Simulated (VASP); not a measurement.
A run of VASP 6.6.1:

Contents of INCAR:

```
SYSTEM = SiC
PREC = Accurate
ENCUT = 520
EDIFF = 1E-8
ISMEAR = -1
SIGMA = 0.02
LREAL = .FALSE.
LASPH = .TRUE.
NELM = 80
ALGO = Normal
ISIF = 2
LWAVE = .FALSE.
LCHARG = .FALSE.
GGA = PE
LEFG = .TRUE.
ISYM = 0
NBANDS = 36
```

File KPOINTS:

```
Automatic mesh
0
Gamma
  10 10 2
  0.5 0.5 0.5
```

File POSCAR:

```
SiC
1.0
    3.0810000000      0.0000000000      0.0000000000
   -1.5405000000      2.6682242691      0.0000000000
    0.0000000000      0.0000000000     15.1248000000
Si C
6 6
Direct
    0.0000000000      0.0000000000      0.0000000000
    0.0000000000      0.0000000000      0.5000000000
    0.3333333333      0.6666666667      0.1664000000
    0.6666666667      0.3333333333      0.6664000000
    0.6666666667      0.3333333333      0.3329000000
    0.3333333333      0.6666666667      0.8329000000
    0.3333333333      0.6666666667      0.0412000000
    0.6666666667      0.3333333333      0.5412000000
    0.6666666667      0.3333333333      0.2080000000
    0.3333333333      0.6666666667      0.7080000000
    0.0000000000      0.0000000000      0.3746000000
    0.0000000000      0.0000000000      0.8746000000
```

Potentials or basis: VASP PAW PBE potentials, release 64 (Si, C).

Launch:

```sh
$ cat potpaw_PBE.64/Si/POTCAR potpaw_PBE.64/C/POTCAR > POTCAR
$ mpirun -np 1 vasp_std > vasp.out
```

Hardware: 1 thread of Intel(R) Xeon(R) Platinum 8259CL CPU @ 2.50GHz (Skylake/Cascade Lake), with other jobs on the host.

Problem. Estimate the wall time of this run.

Solution. It took 19 min on 1 thread of Intel(R) Xeon(R) Platinum 8259CL CPU @ 2.50GHz (Skylake/Cascade Lake), on a shared host, peak memory 0.92 GiB. Counts: scf iterations 18, k points 300.
